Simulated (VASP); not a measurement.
# Sn (Im-3m) in VASP: notebook, part 3 of 3

VASP 6.6.1. Earlier steps stand in the parts before.

## 5. Single point, RPBE+D4

This run uses another cell than the first one, of 26.03 Å³/atom, 1.265 times its volume.

INCAR

```
PREC = Accurate ; ENCUT = 520
EDIFF = 1E-6 ; ISMEAR = -1
SIGMA = 0.05 ; LREAL = False
LASPH = True ; NELM = 60
ALGO = Normal ; ISIF = 2
LWAVE = False ; LCHARG = False
GGA = RP ; IVDW = 13
NBANDS = 13
```

KPOINTS

```
Automatic mesh
0
Gamma
  10 10 10
```

POSCAR

```
Sn
1.0
   -1.8669045116      1.8669045116      1.8669045116
    1.8669045116     -1.8669045116      1.8669045116
    1.8669045116      1.8669045116     -1.8669045116
Sn
1
Direct
    0.0000000000      0.0000000000      0.0000000000
```

Potentials or basis: VASP PAW PBE potentials, release 64 (Sn_d).

On the command line:

```bash
> cat potpaw_PBE.64/Sn_d/POTCAR > POTCAR
> mpirun -np 1 vasp_std > vasp.out
```

OUTCAR:

```text
PREC = Accurate
   ENCUT = 520
   EDIFF = 1E-6
   ISMEAR = -1
   LREAL = False
   LASPH = True
   NELM = 60
   ISIF = 2
   GGA = RP
   IVDW = 13

 ion  position               nearest neighbor table
   1  0.000  0.000  0.000-

  LATTYP: Found a body centered cubic cell.
 ALAT       =     3.7338090232

  Lattice vectors:

 A1 = (  -1.8669045116,   1.8669045116,   1.8669045116)
 A2 = (   1.8669045116,  -1.8669045116,   1.8669045116)
 A3 = (   1.8669045116,   1.8669045116,  -1.8669045116)

Analysis of symmetry for initial positions (statically):
=====================================================================
 Subroutine PRICEL returns:
 Original cell was already a primitive cell.

 Routine SETGRP: Setting up the symmetry group for a
 body centered cubic supercell.

 Subroutine GETGRP returns: Found 48 space group operations
[... 9 lines left out ...]

 Routine SETGRP: Setting up the symmetry group for a
 body centered cubic supercell.

 Subroutine GETGRP returns: Found 48 space group operations
[... 11 lines left out ...]
                                     Primitive cell

  volume of cell :      26.0271

  direct lattice vectors                    reciprocal lattice vectors
    -1.866904512  1.866904512  1.866904512     0.000000000  0.267823018  0.267823018
     1.866904512 -1.866904512  1.866904512     0.267823018  0.000000000  0.267823018
     1.866904512  1.866904512 -1.866904512     0.267823018  0.267823018  0.000000000

  length of vectors
     3.233573467  3.233573467  3.233573467     0.378758944  0.378758944  0.378758944

  position of ions in fractional coordinates (direct lattice)
     0.000000000  0.000000000  0.000000000

  ion indices of the primitive-cell ions
   primitive index   ion index
                 1           1

----------------------------------------------------------------------------------------

 KPOINTS: Automatic mesh

Automatic generation of k-mesh.
[... 90 lines left out ...]
   LORBIT       =      0    0 simple, 1 ext, 2 COOP (PROOUT), +10 PAW based schemes
   GGA     = RP    functional components
   LHFCALC =     F    Hartree Fock is set to
   AEXX    =    0.0000 exact exchange contribution
   IVDW    =    13    specifies the selected vdW correction
   LEPSILON=     F    determine dielectric tensor
   LRPA    =     F    only Hartree local field effects (RPA)
 non-spin polarized calculation
  energy-cutoff  :      520.00
  volume of cell :       26.03
 maximum number of plane-waves:       713
   NGX = 13   NGY = 13   NGZ = 13

 number of electron      13.9999991 magnetization

 Free energy of the ion-electron system (eV)
  ---------------------------------------------------
  ext. energy  EPLUGINS =         0.00000000
  ---------------------------------------------------
  free energy    TOTEN  =        -3.36635179 eV

  energy without entropy =       -3.35998375  energy(sigma->0) =       -3.36316777

 E-fermi :   8.7323     XC(G=0): -10.4976

 val. band max:        8.7211330427   @ k =   0.2000   0.2000   0.0000
 cond. band min:       8.7330524378   @ k =  -0.4000   0.4000   0.4000
 fundamental gap:      0.0119193950
 Fermi energy:         8.7323307260

 k-point     1 :       0.0000    0.0000    0.0000
  band No.  band energies     occupation
      1     -12.9306      2.00000
      2     -12.9306      2.00000
      3     -12.9306      2.00000
      4     -12.7749      2.00000
      5     -12.7749      2.00000
      6      -2.6558      2.00000
      7      17.1845      0.00000
      8      17.1845      0.00000
      9      17.1845      0.00000
     10      20.8973      0.00000
     11      20.8973      0.00000
     12      20.8973      0.00000
     13      21.7643      0.00000
[... 354 lines left out ...]
  band No.  band energies     occupation
      1     -12.9400      2.00000
      2     -12.8905      2.00000
      3     -12.8116      2.00000
      4     -12.7845      2.00000
      5     -12.7711      2.00000
      6      -0.3876      2.00000
      7       8.9587      0.02139
      8      12.7661      0.00000
      9      14.1061      0.00000
     10      17.9533      0.00000
     11      18.9220      0.00000
     12      19.9297      0.00000
     13      25.8830      0.00000

 [... further k-points ...]

------------------------ aborting loop because EDIFF is reached ----------------------------------------

  DFT-D4 for vdW energy calculation

  Edisp (eV):   -0.79575

  FORCE on cell =-STRESS in cart. coord.  units (eV):
  Direction    XX          YY          ZZ          XY          YZ          ZX
  --------------------------------------------------------------------------------------
  -------------------------------------------------------------------------------------
  Total       0.00481     0.00481     0.00481    -0.00000    -0.00000     0.00000
  in kB       0.29621     0.29621     0.29621    -0.00000    -0.00000     0.00000
  external pressure =        0.30 kB  Pullay stress =        0.00 kB

 VOLUME and BASIS-vectors are now :
 -----------------------------------------------------------------------------
  energy-cutoff  :      520.00
  volume of cell :       26.03
      direct lattice vectors                 reciprocal lattice vectors
    -1.866904512  1.866904512  1.866904512     0.000000000  0.267823018  0.267823018
     1.866904512 -1.866904512  1.866904512     0.267823018  0.000000000  0.267823018
     1.866904512  1.866904512 -1.866904512     0.267823018  0.267823018  0.000000000

 POSITION                                       TOTAL-FORCE (eV/Angst)
 -----------------------------------------------------------------------------------
      0.00000      0.00000      0.00000        -0.000000      0.000000      0.000000
 -----------------------------------------------------------------------------------
    total drift:                                0.000000      0.000000      0.000000

  FREE ENERGIE OF THE ION-ELECTRON SYSTEM (eV)
  ---------------------------------------------------
  free  energy   TOTEN  =        -4.1621042712 eV

  energy  without entropy=       -4.1557362316  energy(sigma->0) =       -4.15892025
```

stdout:

```text
POSCAR found type information on POSCAR Sn
 POSCAR found :  1 types and       1 ions
 scaLAPACK will be used
 -----------------------------------------------------------------------------
|                                                                             |
|                                                                             |
|     You enforced a specific xc type in the INCAR file but a different       |
|     I HOPE YOU KNOW WHAT YOU ARE DOING!                                     |
|                                                                             |
 -----------------------------------------------------------------------------

 LDA part: xc-table for (Slater+PW92), standard interpolation
 POSCAR, INCAR and KPOINTS ok, starting setup
 FFT: planning ... GRIDC
 FFT: planning ... GRID_SOFT
 FFT: planning ... GRID
 WAVECAR not read
 entering main loop
```

It took 6.3 s on 1 thread of Intel Xeon Platinum 8259CL at 2.50GHz (Skylake/Cascade Lake), shared host; peak memory 0.14 GiB.

What came out:

```
Free energy                : -4.1621 eV
Pressure                   : 0.0 GPa
Band gap on the k mesh     : zero (band 7 reaches 17.18 eV, above the bottom of band 8 at 6.31 eV)
Dispersion energy per atom : -0.796 eV
```

Levels at points of the mesh, in eV from the Fermi level:
| k point | band 4 | band 5 | band 6 | band 7 | band 8 | band 9 | band 10 | band 11 |
| --- | --- | --- | --- | --- | --- | --- | --- | --- |
| (0.00, 0.00, 0.00) | -21.51 | -21.51 | -11.39 | 8.45 | 8.45 | 8.45 | 12.16 | 12.16 |
| (0.50, 0.00, 0.00) | -21.51 | -21.41 | -6.41 | -4.65 | 3.79 | 5.62 | 8.20 | 8.36 |
| (0.50, 0.50, 0.50) | -21.44 | -21.44 | -2.13 | -0.51 | -0.51 | -0.51 | 3.78 | 3.78 |

Caveat: the PAW data sets were made with another functional, which shifts forces and pressure a little; spin-orbit coupling is left out, which moves the levels of the heavy elements; pairwise dispersion overbinds metals, which lowers pressure and volume.

## 6. Overview

| level | cell | gap on the mesh (eV) | pressure (GPa) |
| --- | --- | --- | --- |
| RPBE+D3(BJ) | a = 2.990 Å, angles 109.5°, 1 atom | none | 0.0 |
| PBEsol+D3(BJ) | a = 3.180 Å, angles 109.5°, 1 atom | none | -0.1 |
| PBEsol+D4 | a = 3.202 Å, angles 109.5°, 1 atom | none | -0.1 |
| RPBE+D4 | a = 3.234 Å, angles 109.5°, 1 atom | none | 0.0 |

Alike in all rows: task single point; potentials or basis VASP PAW PBE potentials, release 64 (Sn_d); no spin polarisation; k mesh 10 × 10 × 10; cutoff (eV) 520; smearing fermi-dirac 0.05 eV.

Caveats: the PAW data sets were made with another functional, which shifts forces and pressure a little; spin-orbit coupling is left out, which moves the levels of the heavy elements; pairwise dispersion overbinds metals, which lowers pressure and volume.

Absolute energies hang on the potentials; compare differences alone.
